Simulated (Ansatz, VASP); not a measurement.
# One calculation of WC, two programs

File INCAR:

```
ALGO = Normal
EDIFF = 1E-6
ENCUT = 520
GGA = PS
ISIF = 2
ISMEAR = 0
LASPH = True
LCHARG = False
LREAL = False
LWAVE = False
NBANDS = 16
NELM = 100
PREC = Accurate
SIGMA = 0.15
```

Contents of KPOINTS:

```
k-points
0
Gamma
  18 18 18
```

The input POSCAR:

```
WC
1.0
    0.0000000000      2.2803913600      2.1049766400
    2.2803913600      0.0000000000      2.1049766400
    2.2803913600      2.2803913600      0.0000000000
W C
1 1
Direct
    0.0000000000      0.0000000000      0.0000000000
    0.5000000000      0.5000000000      0.5000000000
```

Input for Ansatz:

```yaml
crystal:
  lattice:
    - [0.0, 2.28039136, 2.10497664]
    - [2.28039136, 0.0, 2.10497664]
    - [2.28039136, 2.28039136, 0.0]
  atoms:
    - { symbol: W, position: [0.0, 0.0, 0.0] }
    - { symbol: C, position: [0.5, 0.5, 0.5] }
basis:
  ecutwfc: 420
kpoints:
  mp_grid: { grid: [18, 18, 18] }
hamiltonian:
  xc: pbesol
scf:
  occupations: { method: gaussian, width: 0.15 }
output:
  forces: true
  stress: true
  eigenvalues: true
  write_density: true
  write_potential: true
  elf: true
  volumetric_format: npy
```

Change from the starting cell: strain +0.040 along x and y, -0.040 along z, atoms carried along.

Alike in both runs: task single point; functional PBEsol; k mesh 18 × 18 × 18; occupations gaussian, width 0.15 eV; no spin polarisation.

```csv
,VASP,Ansatz
version,VASP 6.6.1,Ansatz 0.2.0
potentials or method,"VASP PAW PBE potentials, release 64 (W_sv, C), cutoff 520 eV","scalar-relativistic, plane waves, PAW"
valence electrons in the cell,18,18
```

Ansatz gave:

| Quantity | Value |
| --- | --- |
| gap on the k mesh at the Fermi level (eV) | none |
| pressure (GPa) | -17.3 |
| traceless stress, the component that is largest in VASP (GPa) | 28.36 |

**Question.** Which values does VASP return?

**Answer.** gap on the k mesh at the Fermi level (eV): none; pressure (GPa): -16.4; traceless stress, the component that is largest in VASP (GPa): 28.54.

VASP's potentials were made for PBE, not for PBEsol. A gap of «none» marks a metal or a gap that the smearing closes. With one functional, cell and mesh, what is left measures potentials, basis and numerics.

Spin-orbit coupling is off throughout.
